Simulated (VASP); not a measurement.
Set up this calculation in VASP 6.6.1, as the native input.

* Task: relaxation of cell and atoms
* Functional: LDA
* Potentials or basis: VASP PAW LDA potentials, release 64 (Ir)
* Cutoff: 600 eV
* k mesh: 9 × 9 × 5
* Occupations: methfessel-paxton, width 0.1 eV
* Spin: no spin polarisation
* Target pressure: 15 GPa
* Dipole correction: no
* Further INCAR settings: ALGO = Normal; EDIFF = 1e-06; IBRION = 2; EDIFFG = -0.01; NSW = 80; ISIF = 3

The structure of Ir lies in POSCAR:

```
Ir
1.0
    2.7100000000      0.0000000000      0.0000000000
   -1.3550000000      2.3469288443      0.0000000000
    0.0000000000      0.0000000000      4.4254300000
Ir
2
Direct
    0.3333333333      0.6666666667      0.2500000000
    0.6666666667      0.3333333333      0.7500000000
```

The input as run:

INCAR

```
PREC = Accurate
ENCUT = 600
EDIFF = 1E-6
ISMEAR = 1
SIGMA = 0.1
LREAL = F
LASPH = T
NELM = 60
ALGO = Normal
ISIF = 3
LWAVE = F
LCHARG = F
IBRION = 2
NSW = 80
EDIFFG = -0.01
PSTRESS = 150.0
```

KPOINTS

```
Automatic mesh
0
Gamma
  9 9 5
```

Potentials or basis: VASP PAW LDA potentials, release 64 (Ir).

Run with:

```sh
$ cat potpaw_LDA.64/Ir/POTCAR > POTCAR
$ mpirun -np 1 vasp_std > vasp.out
```

Results of the run:

| Property | Result |
| --- | --- |
| Relaxed volume | 13.52 Å³/atom |
| Relaxed cell | a = 2.680 Å, b = 2.680 Å, c = 4.346 Å, α = 90.00°, β = 90.00°, γ = 120.00° |
| Space group after relaxing (to 0.05 Å) | P6_3/mmc (No. 194) |
| Energy change on relaxing (the enthalpy is what falls) | +19.9 meV/atom |
| Ionic steps | 7 |
| Pressure after relaxing | 15.1 GPa |
| Band gap on the k mesh | zero (band 9 reaches 12.29 eV, above the bottom of band 10 at 8.94 eV) |

Caveat: the cell is relaxed towards a set pressure, so the enthalpy falls and the energy may rise; spin-orbit coupling is left out, which moves the levels of the heavy elements.

It took 30 s on 1 thread of Intel(R) Xeon(R) Platinum 8375C CPU @ 2.90GHz (Ice Lake), on a shared host, peak memory 0.15 GiB.
